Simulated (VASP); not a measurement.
SnTe (CsCl type), 2 atoms in the cell. The structure is cubic, space group Pm-3m (No. 221). Conventional cell: a = 3.610 Å, b = 3.610 Å, c = 3.610 Å, α = 90.00°, β = 90.00°, γ = 90.00°. Sn (site symmetry m-3m) has 8 Te at 3.13 Å and 6 Sn at 3.61 Å within 4.1 Å. Within 4.1 Å of Te (site symmetry m-3m) lie 8 Sn at 3.13 Å and 6 Te at 3.61 Å. 

- Program: VASP 6.6.1
- Task: single point
- Functional: PBE
- Potentials or basis: VASP PAW PBE potentials, release 64 (Sn_d, Te)
- Cutoff: 520 eV
- k mesh: 13 × 13 × 13
- Occupations: fermi-dirac, width 0.05 eV
- Spin: no spin polarisation
- Dipole correction: no
- k mesh for the DOS: 20 × 20 × 20
- Occupations for the DOS: tetrahedron
- Further INCAR settings: ALGO = Normal; EDIFF = 1e-06; NBANDS = 17

Potentials or basis: VASP PAW PBE potentials, release 64 (Sn_d, Te).

Command:

```sh
$ cat potpaw_PBE.64/Sn_d/POTCAR potpaw_PBE.64/Te/POTCAR > POTCAR
$ cp INCAR.step1 INCAR
$ cp KPOINTS.step1 KPOINTS
$ mpirun -np 1 vasp_std > vasp.out
$ cp INCAR.step2 INCAR
$ cp KPOINTS.step2 KPOINTS
$ mpirun -np 1 vasp_std > vasp.out
```

Hardware: 1 thread of AMD EPYC 7R13 Processor (Zen 3), with other jobs on the host.

**Question.** Estimate the wall time of this run.

**Answer.** It took 2.1 min on 1 thread of AMD EPYC 7R13 Processor (Zen 3) (shared host), peak memory 0.31 GiB. Counts: k points 286.
